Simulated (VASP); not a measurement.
# TePb (I4/mmm) in VASP: single point with PBEsol

Aim: the single point of TePb with PBEsol.

Program: VASP 6.6.1. These are calculated values, not measurements. Logs are shortened: lines on timing, memory, paths and dates and some standing lists are left out, and cuts for length are marked.

## 1. The cell of the first run

Symmetry: I4/mmm, No. 139, tetragonal system. The conventional cell has a = 4.511 Å, b = 4.511 Å, c = 6.449 Å, α = 90.00°, β = 90.00°, γ = 90.00°. Pb (site symmetry 4/mmm) has 6 Te at 3.19 to 3.22 Å within 4.2 Å. Within 4.2 Å of Te (site symmetry 4/mmm) lie 6 Pb at 3.19 to 3.22 Å.

## 2. Single point, PBEsol

Contents of INCAR:

```
SYSTEM = TePb
PREC = Accurate
ENCUT = 500
EDIFF = 1E-6
ISMEAR = 0
SIGMA = 0.01
LREAL = .False.
LASPH = .True.
NELM = 120
ALGO = Normal
ISIF = 2
LWAVE = .False.
LCHARG = .True.
GGA = PS
LELF = .True.
LVHAR = .True.
NBANDS = 17
GGA_COMPAT = .False.
```

Contents of KPOINTS:

```
Automatic mesh
0
Gamma
  4 4 4
  0 0 0
```

Contents of POSCAR:

```
TePb
1.0
    0.0000000000      3.1897174272      3.2243308228
    3.1897174272      0.0000000000      3.2243308228
    3.1897174272      3.1897174272      0.0000000000
Pb Te
1 1
Direct
    0.0000000000      0.0000000000      0.0000000000
    0.5000000000      0.5000000000      0.5000000000
```

Potentials or basis: VASP PAW PBE potentials, release 64 (Pb_d, Te).

Started as:

```console
$ cat potpaw_PBE.64/Pb_d/POTCAR potpaw_PBE.64/Te/POTCAR > POTCAR
$ mpirun -np 1 vasp_std > vasp.out
```

OUTCAR:

```text
SYSTEM = TePb
   PREC = Accurate
   ENCUT = 500
   EDIFF = 1E-6
   ISMEAR = 0
   LREAL = .False.
   LASPH = .True.
   NELM = 120
   ISIF = 2
   GGA = PS

 ion  position               nearest neighbor table
   1  0.000  0.000  0.000-   2 3.19   2 3.19   2 3.19   2 3.19   2 3.22   2 3.22
   2  0.500  0.500  0.500-   1 3.19   1 3.19   1 3.19   1 3.19   1 3.22   1 3.22

  LATTYP: Found a body centered tetragonal cell.
 ALAT       =     4.5109416457
 C/A-ratio  =     1.4295599793

  Lattice vectors:

 A1 = (  -3.1897174272,   0.0000000000,   3.2243308228)
 A2 = (   3.1897174272,   0.0000000000,   3.2243308228)
 A3 = (   0.0000000000,   3.1897174272,  -3.2243308228)

Analysis of symmetry for initial positions (statically):
=====================================================================
 Subroutine PRICEL returns:
 Original cell was already a primitive cell.

 Routine SETGRP: Setting up the symmetry group for a
 body centered tetragonal supercell.

 Subroutine GETGRP returns: Found 16 space group operations
 (whereof 16 operations were pure point group operations)
 out of a pool of 16 trial point group operations.

The static configuration has the point symmetry D_4h.

Analysis of symmetry for dynamics (positions and initial velocities):
=====================================================================
 Subroutine PRICEL returns:
 Original cell was already a primitive cell.

 Routine SETGRP: Setting up the symmetry group for a
 body centered tetragonal supercell.

 Subroutine GETGRP returns: Found 16 space group operations
 (whereof 16 operations were pure point group operations)
 out of a pool of 16 trial point group operations.

The dynamic configuration has the point symmetry D_4h.

 Subroutine INISYM returns: Found 16 space group operations
 (whereof 16 operations are pure point group operations),
 and found     1 'primitive' translations

----------------------------------------------------------------------------------------

                                     Primitive cell

  volume of cell :      65.6106

  direct lattice vectors                    reciprocal lattice vectors
     0.000000000  3.189717427  3.224330823    -0.156753697  0.156753697  0.155070936
     3.189717427  0.000000000  3.224330823     0.156753697 -0.156753697  0.155070936
     3.189717427  3.189717427  0.000000000     0.156753697  0.156753697 -0.155070936

  length of vectors
     4.535483053  4.535483053  4.510941646     0.270537315  0.270537315  0.270537315

  position of ions in fractional coordinates (direct lattice)
     0.000000000  0.000000000  0.000000000
     0.500000000  0.500000000  0.500000000

  ion indices of the primitive-cell ions
   primitive index   ion index
                 1           1
                 2           2

----------------------------------------------------------------------------------------

 KPOINTS: Automatic mesh

Automatic generation of k-mesh.
 Grid dimensions read from file:
 generate k-points for:    4    4    4

 Generating k-lattice:

  Cartesian coordinates                     Fractional coordinates (reciprocal lattice)
    -0.039188424  0.039188424  0.038767734     0.250000000  0.000000000  0.000000000
     0.039188424 -0.039188424  0.038767734     0.000000000  0.250000000  0.000000000
     0.039188424  0.039188424 -0.038767734     0.000000000  0.000000000  0.250000000

  Length of vectors
     0.067634329  0.067634329  0.067634329

  Shift w.r.t. Gamma in fractional coordinates (k-lattice)
     0.000000000  0.000000000  0.000000000

 Subroutine IBZKPT returns following result:
 ===========================================

 Found     13 irreducible k-points:

 Following reciprocal coordinates:
            Coordinates               Weight
  0.000000  0.000000  0.000000      1.000000
  0.250000 -0.000000  0.000000      8.000000
  0.500000 -0.000000  0.000000      4.000000
  0.250000  0.250000  0.000000      2.000000
  0.500000  0.250000  0.000000      8.000000
 -0.250000  0.250000  0.000000      4.000000
  0.500000  0.500000  0.000000      1.000000
  0.250000  0.000000  0.250000      4.000000
  0.500000 -0.000000  0.250000     16.000000
 -0.250000  0.000000  0.250000      8.000000
 -0.250000  0.500000  0.250000      4.000000
  0.500000  0.000000  0.500000      2.000000
 -0.250000  0.250000  0.500000      2.000000
   k-points           NKPTS =     13   k-points in BZ     NKDIM =     13   number of bands    NBANDS=     17
   number of dos      NEDOS =    301   number of ions     NIONS =      2
   total plane-waves  NPLWV =  46656
   dimension x,y,z NGX =    36 NGY =   36 NGZ =   36
   dimension x,y,z NGXF=    72 NGYF=   72 NGZF=   72
   ions per type =               1   1
   NGX,Y,Z   is equivalent  to a cutoff of  13.20, 13.20, 13.27 a.u.
   NGXF,Y,Z  is equivalent  to a cutoff of  26.39, 26.39, 26.53 a.u.
 SYSTEM =  TePb
   PREC   = accura    normal or accurate (medium, high low for compatibility)
   ISTART =      0    job   : 0-new  1-cont  2-samecut
   ICHARG =      2    charge: 1-file 2-atom 10-const
   ISPIN  =      1    spin polarized calculation?
   LNONCOLLINEAR =      F non collinear calculations
   LSORBIT =      F    spin-orbit coupling
   LASPH  =      T    aspherical Exc in radial PAW
   ENCUT  =  500.0 eV  36.75 Ry    6.06 a.u.   8.27  8.27  8.22*2*pi/ulx,y,z
   NELM   =    120;   NELMIN=  2; NELMDL= -5     # of ELM steps
   EDIFF  = 0.1E-05   stopping-criterion for ELM
   LREAL  =      F    real-space projection
   EDIFFG = 0.1E-04   stopping-criterion for IOM
   NSW    =      0    number of steps for IOM
   IBRION =     -1    ionic relax: 0-MD 1-quasi-New 2-CG
   NFREE  =      0    steps in history (QN), initial steepest desc. (CG)
   ISIF   =      2    stress and relaxation
   ISYM   =      2    0-nonsym 1-usesym 2-fastsym
   POTIM  = 0.5000    time-step for ionic-motion
   TEBEG  =    0.0;   TEEND  =   0.0 temperature during run
   PSTRESS=    0.0 pullay stress
   NELECT =      20.0000    total number of electrons
   NUPDOWN=      -1.0000    fix difference up-down
   EMIN   =  10.00;   EMAX   =-10.00  energy-range for DOS
   EFERMI =   0.00;   METHOD = LEGACY
   ISMEAR =     0;   SIGMA  =   0.01  broadening in eV -4-tet -1-fermi 0-gaus
   EFERMI_NEDOS =   21; number of points for ismear=-14 and -15
   IALGO  =     38    algorithm
   IMIX   =      4    mixing-type and parameters
     AMIX     =   0.40;   BMIX     =  1.00
     AMIX_MAG =   1.60;   BMIX_MAG =  1.00
  volume/ion in A,a.u.               =      32.81       221.38
  Fermi-wavevector in a.u.,A,eV,Ry     =   1.101776  2.082056 16.516267  1.213911
  Thomas-Fermi vector in A             =   2.238209
   LORBIT       =      0    0 simple, 1 ext, 2 COOP (PROOUT), +10 PAW based schemes
   GGA     = PS    functional components
   LHFCALC =     F    Hartree Fock is set to
   AEXX    =    0.0000 exact exchange contribution
   IVDW    =     0    specifies the selected vdW correction
   LEPSILON=     F    determine dielectric tensor
   LRPA    =     F    only Hartree local field effects (RPA)
 non-spin polarized calculation
 Gauss-broadening in eV      SIGMA  =   0.01
  energy-cutoff  :      500.00
  volume of cell :       65.61
 maximum number of plane-waves:      1682
 NGX is ok and might be reduce to    36
   NGX = 17   NGY = 17   NGZ = 17

 number of electron      20.0000000 magnetization

 Free energy of the ion-electron system (eV)
  ---------------------------------------------------
  ext. energy  EPLUGINS =         0.00000000
  ---------------------------------------------------
  free energy    TOTEN  =        -8.24653713 eV

  energy without entropy =       -8.24653713  energy(sigma->0) =       -8.24653713

 E-fermi :   5.8871     XC(G=0):  -9.5979

 val. band max:        5.8306592341   @ k =   0.5000  -0.0000   0.0000
 cond. band min:       6.4311250218   @ k =   0.5000  -0.0000   0.0000
 fundamental gap:      0.6004657877
 Fermi energy:         5.8870838489

 k-point     1 :       0.0000    0.0000    0.0000
  band No.  band energies     occupation
      1     -10.8639      2.00000
      2     -10.8608      2.00000
      3     -10.8493      2.00000
      4     -10.8493      2.00000
      5     -10.8473      2.00000
      6      -6.4491      2.00000
[... 9 lines left out ...]
     16      11.5381      0.00000
     17      12.9521      0.00000

 k-point     2 :       0.2500   -0.0000    0.0000
  band No.  band energies     occupation
      1     -10.8714      2.00000
      2     -10.8696      2.00000
      3     -10.8475      2.00000
      4     -10.8401      2.00000
      5     -10.8383      2.00000
      6      -5.9062      2.00000
[... 9 lines left out ...]
     16      12.6383      0.00000
     17      16.0612      0.00000

 k-point     3 :       0.5000   -0.0000    0.0000
  band No.  band energies     occupation
      1     -10.8801      2.00000
      2     -10.8792      2.00000
      3     -10.8466      2.00000
      4     -10.8301      2.00000
      5     -10.8277      2.00000
      6      -4.9325      2.00000
[... 9 lines left out ...]
     16      15.0393      0.00000
     17      15.1257      0.00000

 k-point     4 :       0.2500    0.2500    0.0000
  band No.  band energies     occupation
      1     -10.8942      2.00000
      2     -10.8547      2.00000
      3     -10.8529      2.00000
      4     -10.8352      2.00000
      5     -10.8352      2.00000
      6      -5.7500      2.00000
[... 9 lines left out ...]
     16      14.1852      0.00000
     17      14.4410      0.00000
[... 123 lines left out ...]
      1     -10.9141      2.00000
      2     -10.8647      2.00000
      3     -10.8413      2.00000
      4     -10.8379      2.00000
      5     -10.8202      2.00000
      6      -4.4922      2.00000
[... 9 lines left out ...]
     16      16.8486      0.00000
     17      17.0104      0.00000

 k-point    12 :       0.5000    0.0000    0.5000
  band No.  band energies     occupation
      1     -10.9369      2.00000
      2     -10.8611      2.00000
      3     -10.8500      2.00000
      4     -10.8204      2.00000
      5     -10.8157      2.00000
      6      -4.6242      2.00000
[... 9 lines left out ...]
     16      16.8047      0.00000
     17      16.8996      0.00000

 k-point    13 :      -0.2500    0.2500    0.5000
  band No.  band energies     occupation
      1     -10.9166      2.00000
      2     -10.8642      2.00000
      3     -10.8414      2.00000
      4     -10.8414      2.00000
      5     -10.8157      2.00000
      6      -4.4656      2.00000
[... 9 lines left out ...]
     16      17.0997      0.00000
     17      17.1070      0.00000

------------------------ aborting loop because EDIFF is reached ----------------------------------------

  FORCE on cell =-STRESS in cart. coord.  units (eV):
  Direction    XX          YY          ZZ          XY          YZ          ZX
  --------------------------------------------------------------------------------------
  -------------------------------------------------------------------------------------
  Total        0.5709776      0.5709776     -0.0519147      0.0000000     -0.0000000     -0.0000000
  in kB       13.9429803     13.9429803     -1.2677303      0.0000000     -0.0000000     -0.0000000
  external PRESSURE =       8.8727435 kB  Pullay stress =       0.0000000 kB

 VOLUME and BASIS-vectors are now :
 -----------------------------------------------------------------------------
  energy-cutoff  :      500.00
  volume of cell :       65.61
      direct lattice vectors                 reciprocal lattice vectors
     0.000000000  3.189717427  3.224330823    -0.156753697  0.156753697  0.155070936
     3.189717427  0.000000000  3.224330823     0.156753697 -0.156753697  0.155070936
     3.189717427  3.189717427  0.000000000     0.156753697  0.156753697 -0.155070936

 POSITION                                       TOTAL-FORCE (eV/Angst)
 -----------------------------------------------------------------------------------
      0.00000      0.00000      0.00000         0.000000     -0.000000     -0.000000
      3.18972      3.18972      3.22433        -0.000000      0.000000      0.000000
 -----------------------------------------------------------------------------------
    total drift:                               -0.000000      0.000000      0.000000

  FREE ENERGIE OF THE ION-ELECTRON SYSTEM (eV)
  ---------------------------------------------------
  free  energy   TOTEN  =        -8.2465371329 eV

  energy  without entropy=       -8.2465371329  energy(sigma->0) =       -8.24653713
```

Wall time 11 s (1 thread of Intel Xeon 6975P-C (Granite Rapids), shared host); peak memory 0.2 GiB.

Results:

```
Free energy            : -8.2465 eV
Pressure               : 0.9 GPa
Band gap on the k mesh : 0.60 eV
```

Caveat: the k points lie up to 0.42 Å⁻¹ apart; the PAW data sets were made with another functional, which shifts forces and pressure a little; spin-orbit coupling is left out, which moves the levels of the heavy elements.
